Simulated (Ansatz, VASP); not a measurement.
One calculation of Sr, two programs

```
Sr
1.0
     0.00000    3.10638    3.10638
     3.10638    0.00000    3.10638
     3.10638    3.10638    0.00000
Sr
1
Direct
  0.00000 0.00000 0.00000
```

Alike in both runs: task single point; functional revPBE; k mesh 15 × 15 × 15; occupations fermi-dirac, width 0.1 eV; no spin polarisation.

|  | VASP | Ansatz |
| --- | --- | --- |
| version | VASP 6.6.1 | Ansatz 0.2.0 |
| potentials or method | VASP PAW PBE potentials, release 64 (Sr_sv), cutoff 520 eV | plane waves (420 eV) with PAW, scalar-relativistic |
| valence electrons in the cell | 10 | 10 |

|  | VASP | Ansatz | Ansatz less VASP |
| --- | --- | --- | --- |
| pressure (GPa) | -0.4 | -0.4 | -0.01 |

VASP's potentials were made for PBE, not for revPBE. The functional is the same, so the differences come from potentials, cutoffs and numerics.
